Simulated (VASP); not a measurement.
# MgSi4N: single point with PBE

The system is MgSi4N.

```xyz
6
Lattice="4.8865 0.0000 0.0000 0.0000 4.8865 0.0000 0.0000 0.0000 4.8865" Properties=species:S:1:pos:R:3 pbc="T T T"
Mg    0.0000    0.0000    0.0000
Si    3.4944    3.4944    3.4944
Si    1.3921    1.3921    3.4944
Si    1.3921    3.4944    1.3921
Si    3.4944    1.3921    1.3921
N     2.4433    2.4433    2.4433
```

The cell was built from a structure type or drawn by symmetry, and may not be a known phase.

```yaml
Program: VASP 6.6.1
Task: single point
Functional: PBE
Potentials_or_basis: VASP PAW PBE potentials, release 64 (Mg, Si, N)
Cutoff: 520 eV
k_mesh: 4 × 4 × 4
Occupations: gaussian, width 0.1 eV
Spin: no spin polarisation
```

- Pressure: 0.1 GPa
- Largest force: 0.032 eV/Å
- Band gap on the k mesh: zero (an odd number of electrons rules out a gap without spin polarisation)

Forces in eV/Å, atoms in the order of the input:
```
Mg   0.000  0.000  0.000
Si  -0.018 -0.018 -0.018
Si   0.018  0.018 -0.018
Si   0.018 -0.018  0.018
Si  -0.018  0.018  0.018
N    0.000  0.000  0.000
```

Levels at points of the mesh, in eV from the Fermi level:
```csv
k point,band 8,band 9,band 10,band 11,band 12,band 13,band 14,band 15
"(0.00, 0.00, 0.00)",-4.11,-3.64,-3.64,-0.55,1.11,1.11,1.11,2.44
"(0.50, 0.00, 0.00)",-4.35,-2.79,-1.42,-0.54,-0.13,0.27,0.27,1.56
"(0.50, 0.50, 0.00)",-5.02,-1.79,-1.79,-1.71,-0.32,0.49,0.49,1.56
"(0.50, 0.50, 0.50)",-5.65,-2.41,-2.41,-2.41,-0.68,1.98,1.98,3.37
```

It took 25 s on 1 thread of Intel Xeon 8259CL, with other jobs on the host, peak memory 0.21 GiB.
